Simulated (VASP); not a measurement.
A run of VASP 6.6.1:

INCAR

```
AGGAC    = 1.0          
AGGAX    = 1.0          
ALDAC    = 0.0          
ALDAX    = 1.0          
ALGO     = Normal         # electronic algorithm
EDIFF    = 1E-7           # SCF threshold, eV
ENCUT    = 520            # plane-wave cutoff, eV
GGA      = B5             # functional
ISIF     = 2              # what is computed and relaxed
ISMEAR   = -1             # smearing method
IVDW     = 12             # dispersion correction
LASPH    = True           # aspherical terms in the spheres
LCHARG   = False          # write CHGCAR
LREAL    = False          # projectors in reciprocal space
LWAVE    = False          # write WAVECAR
NBANDS   = 16             # bands
NELM     = 80             # most SCF steps
PREC     = Accurate       # precision mode
SIGMA    = 0.05           # smearing width, eV
VDW_A1   = 0.4298       
VDW_A2   = 4.2359       
VDW_S6   = 1.0          
VDW_S8   = 2.6996
```

Contents of KPOINTS:

```
k-points
0
Gamma
  8 8 8
```

Contents of POSCAR:

```
GaSb
1.0
    0.0000000000      3.0992546163      3.0992546163
    3.0992546163      0.0000000000      3.0992546163
    3.0992546163      3.0992546163      0.0000000000
Sb Ga
1 1
Direct
    0.7500000000      0.7500000000      0.7500000000
    0.0000000000      0.0000000000      0.0000000000
```

Potentials or basis: VASP PAW PBE potentials, release 64 (Sb, Ga_d).

Launch:

```sh
$ cat potpaw_PBE.64/Sb/POTCAR potpaw_PBE.64/Ga_d/POTCAR > POTCAR
$ mpirun -np 1 vasp_std > vasp.out
```

Hardware: 1 thread of AMD EPYC 7R13, with other jobs on the host.

Q: How long does it take, and how much memory?

A: Run time: 100 s on 1 thread of AMD EPYC 7R13, with other jobs on the host, peak memory 0.19 GiB. Counts: scf iterations 13, k points 29.
